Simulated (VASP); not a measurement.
Set up this calculation in VASP 6.6.1, as the native input.

| Quantity | Value |
| --- | --- |
| Task | single point |
| Functional | r2SCAN |
| Potentials or basis | VASP PAW PBE potentials, release 64 (I) |
| Cutoff | 520 eV |
| k mesh | 9 × 9 × 9 |
| Occupations | fermi-dirac, width 0.05 eV |
| Spin | no spin polarisation |
| Dipole correction | no |
| Further INCAR settings | ALGO = Normal; EDIFF = 1e-07; NBANDS = 10 |

I:

```xyz
1
Lattice="0.0000 2.3173 3.8300 2.1475 0.0000 3.8300 2.1475 2.3173 0.0000" Properties=species:S:1:pos:R:3 pbc="T T T"
I     0.0000    0.0000    0.0000
```

One way to write it, as run:

POSCAR

```
I
1.0
    0.0000000000      2.3173093325      3.8300250810
    2.1474932061      0.0000000000      3.8300250810
    2.1474932061      2.3173093325      0.0000000000
I
1
Direct
    0.0000000000      0.0000000000      0.0000000000
```

INCAR.step1

```
SYSTEM = I
PREC = Accurate
ENCUT = 520
ISMEAR = -1
SIGMA = 0.05
LREAL = .False.
LASPH = .True.
NELM = 60
NBANDS = 10
GGA = PE
ALGO = Normal
EDIFF = 1E-4
LWAVE = .True.
LCHARG = .False.
```

INCAR.step2

```
SYSTEM = I
PREC = Accurate
ENCUT = 520
EDIFF = 1E-7
ISMEAR = -1
SIGMA = 0.05
LREAL = .False.
LASPH = .True.
NELM = 60
ALGO = Normal
ISIF = 2
LWAVE = .False.
LCHARG = .True.
METAGGA = R2SCAN
LMIXTAU = .True.
LELF = .True.
LVHAR = .True.
NBANDS = 10
ISTART = 1
```

KPOINTS

```
Automatic mesh
0
Gamma
  9 9 9
  0 0 0
```

Potentials or basis: VASP PAW PBE potentials, release 64 (I).

The run is started by

```console
$ cat potpaw_PBE.64/I/POTCAR > POTCAR
$ cp INCAR.step1 INCAR
$ mpirun -np 1 vasp_std > vasp.out
$ cp INCAR.step2 INCAR
$ mpirun -np 1 vasp_std > vasp.out
```

Results of the run:

```yaml
Pressure: 1.9 GPa
```

Caveat: the PAW data sets were made with another functional, which shifts forces and pressure a little; an odd number of electrons without spin polarisation forces a metal; a magnetic or distorted state may lie lower.

It took 73 s on 1 thread of Intel(R) Xeon(R) 6975P-C (Granite Rapids), with other jobs on the host, peak memory 0.2 GiB.
